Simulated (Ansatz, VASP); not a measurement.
# Two plane-wave programs on AlNi

Contents of POSCAR:

```
AlNi
1.0
    1.9386940000     -1.9531901500      0.0000000000
    1.9386940000      1.9531901500      0.0000000000
    0.0000000000      0.0000000000      3.0994300413
Al Ni
1 1
Direct
    0.0000000000      0.0000000000      0.0000000000
    0.5000000000      0.5000000000      0.5000000000
```

Contents of INCAR.step1:

```
  ALGO = Normal
  EDIFF = 1E-4
  ENCUT = 520
  GGA = PE
  ISMEAR = 0
  LASPH = True
  LCHARG = False
  LREAL = False
  LWAVE = True
  NBANDS = 14
  NELM = 80
  PREC = Accurate
  SIGMA = 0.05
```

The input INCAR.step2:

```
  ALGO = Normal
  EDIFF = 1E-6
  ENCUT = 520
  ISIF = 2
  ISMEAR = 0
  ISTART = 1
  LASPH = True
  LCHARG = False
  LMIXTAU = True
  LREAL = False
  LWAVE = False
  METAGGA = R2SCAN
  NBANDS = 14
  NELM = 80
  PREC = Accurate
  SIGMA = 0.05
```

KPOINTS

```
k-points
0
Gamma
  16 16 14
```

Input for Ansatz:

```yaml
crystal:
  lattice:
    - [1.938694, -1.95319015, 0.0]
    - [1.938694, 1.95319015, 0.0]
    - [0.0, 0.0, 3.0994300413]
  atoms:
    - { symbol: Al, position: [0.0, 0.0, 0.0] }
    - { symbol: Ni, position: [0.5, 0.5, 0.5] }
basis:
  ecutwfc: 500
kpoints:
  mp_grid: { grid: [16, 16, 14] }
hamiltonian:
  xc: r2scan
scf:
  occupations: { method: gaussian, width: 0.05 }
output:
  forces: true
  stress: true
  eigenvalues: true
```

Alike in both runs: task single point; functional r2SCAN; k mesh 16 × 16 × 14; occupations gaussian, width 0.05 eV; no spin polarisation.

```csv
,VASP,Ansatz
version,VASP 6.6.1,Ansatz 0.2.0
potentials or method,"VASP PAW PBE potentials, release 64 (Al, Ni), cutoff 520 eV","scalar-relativistic, plane waves, PAW"
valence electrons in the cell,13,21
```

```csv
,VASP,Ansatz,Ansatz less VASP
gap on the k mesh at the Fermi level (eV),none,none,-
pressure (GPa),0.3,0.5,+0.20
"traceless stress, the component that is largest in VASP (GPa)",-4.87,-4.71,+0.160
```

VASP's potentials were made for PBE, not for r2SCAN. A gap of «none» marks a metal or a gap that the smearing closes. The functional is the same, so the differences come from potentials, cutoffs and numerics. VASP's potentials hold 13 valence electrons a cell and Ansatz's 21, so a difference there can come from the potentials and not from the codes.
